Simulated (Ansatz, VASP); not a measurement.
Au in VASP and in Ansatz

File INCAR:

```
PREC     = Accurate       # precision mode
ENCUT    = 500            # plane-wave cutoff, eV
EDIFF    = 1E-6           # SCF threshold, eV
ISMEAR   = 0              # smearing method
SIGMA    = 0.1            # smearing width, eV
LREAL    = False          # projectors in reciprocal space
LASPH    = True           # aspherical terms in the spheres
NELM     = 120            # most SCF steps
ALGO     = Normal         # electronic algorithm
ISIF     = 2              # what is computed and relaxed
LWAVE    = False          # write WAVECAR
LCHARG   = False          # write CHGCAR
GGA      = PS             # functional
NBANDS   = 18             # bands
GGA_COMPAT= False
```

File KPOINTS:

```
regular mesh
0
Gamma
  27 27 14
```

File POSCAR:

```
Au
1.0
    2.8658729615      0.0000000000      0.0000000000
   -1.4329364808      2.4819187887      0.0000000000
    0.0000000000      0.0000000000      4.7883963290
Au
2
Direct
    0.3333333333      0.6666666667      0.2500000000
    0.6666666667      0.3333333333      0.7500000000
```

Input for Ansatz:

```yaml
crystal:
  lattice:
    - [2.8658729615, 0.0, 0.0]
    - [-1.4329364808, 2.4819187887, 0.0]
    - [0.0, 0.0, 4.788396329]
  atoms:
    - { symbol: Au, position: [0.3333333333, 0.6666666667, 0.25] }
    - { symbol: Au, position: [0.6666666667, 0.3333333333, 0.75] }
basis:
  ecutwfc: 420
kpoints:
  mp_grid: { grid: [27, 27, 14] }
hamiltonian:
  xc: pbesol
scf:
  occupations: { method: gaussian, width: 0.1 }
output:
  forces: true
  stress: true
  eigenvalues: true
```

Alike in both runs: task single point; functional PBEsol; k mesh 27 × 27 × 14; occupations gaussian, width 0.1 eV; no spin polarisation.

|  | VASP | Ansatz |
| --- | --- | --- |
| version | VASP 6.6.1 | Ansatz 0.2.0 |
| potentials or method | VASP PAW PBE potentials, release 64 (Au), cutoff 500 eV | scalar-relativistic, plane waves, PAW |
| valence electrons in the cell | 22 | 38 |

Ansatz gave:

| Quantity | Value |
| --- | --- |
| gap on the k mesh at the Fermi level (eV) | none |
| pressure (GPa) | -0.1 |
| traceless stress, the component that is largest in VASP (GPa) | 0.46 |

Q: Which values does VASP return?

A: gap on the k mesh at the Fermi level (eV): none; pressure (GPa): -0.3; traceless stress, the component that is largest in VASP (GPa): 0.45.

VASP's potentials were made for PBE, not for PBEsol. A gap of «none» marks a metal or a gap that the smearing closes. VASP's potentials hold 22 valence electrons a cell and Ansatz's 38, so a difference there can come from the potentials and not from the codes.

Neither program's run includes spin-orbit coupling.
